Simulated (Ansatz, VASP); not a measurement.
# One calculation of Se, two programs

File INCAR:

```
SYSTEM = Se
PREC     = Accurate       ! precision mode
ENCUT    = 520            ! plane-wave cutoff, eV
EDIFF    = 1E-6           ! SCF threshold, eV
ISMEAR   = -1             ! smearing method
SIGMA    = 0.1            ! smearing width, eV
LREAL    = .FALSE.        ! projectors in reciprocal space
LASPH    = .TRUE.         ! aspherical terms in the spheres
NELM     = 100            ! most SCF steps
ALGO     = Normal         ! electronic algorithm
ISIF     = 2              ! what is computed and relaxed
LWAVE    = .FALSE.        ! write WAVECAR
LCHARG   = .FALSE.        ! write CHGCAR
GGA      = RP             ! functional
NBANDS   = 9              ! bands
```

File KPOINTS:

```
Automatic mesh
0
G
  14 14 14
  0 0 0
```

File POSCAR:

```
Se
1.0
    0.0000000000      2.1904663545      2.1904663545
    2.1904663545      0.0000000000      2.1904663545
    2.1904663545      2.1904663545      0.0000000000
Se
1
Direct
    0.0000000000      0.0000000000      0.0000000000
```

Input for Ansatz:

```yaml
crystal:
  lattice:
    - [0.0, 2.1904663545, 2.1904663545]
    - [2.1904663545, 0.0, 2.1904663545]
    - [2.1904663545, 2.1904663545, 0.0]
  atoms:
    - { symbol: Se, position: [0.0, 0.0, 0.0] }
hamiltonian:
  xc: rpbe
  pseudopotentials:
    kind: paw
    azcp:
      Se: "pseudopotentials/Se.paw.azcp"
basis:
  ecutwfc: 420
  fft_grid_basis: typed
kpoints:
  mp_grid: { grid: [14, 14, 14], shift: [0, 0, 0] }
magnetization:
  spin_polarized: false
scf:
  occupations: { method: fermi_dirac, width: 0.1 }
  lower_state_search: "off"
output:
  stress: true
```

Alike in both runs: task single point; functional RPBE; k mesh 14 × 14 × 14; occupations fermi-dirac, width 0.1 eV; no spin polarisation.

|  | VASP | Ansatz |
| --- | --- | --- |
| version | VASP 6.6.1 | Ansatz 0.2.0 |
| potentials or method | VASP PAW PBE potentials, release 64 (Se), cutoff 520 eV | plane waves (420 eV) with PAW, scalar-relativistic |
| valence electrons in the cell | 6 | 16 |

VASP gave:

```
pressure (GPa) : -0.1
```

Q: Which values does Ansatz return?

A: Pressure (GPa): 0.0.

VASP's potentials were made for PBE, not for RPBE. VASP's potentials hold 6 valence electrons a cell and Ansatz's 16, so a difference there can come from the potentials and not from the codes.
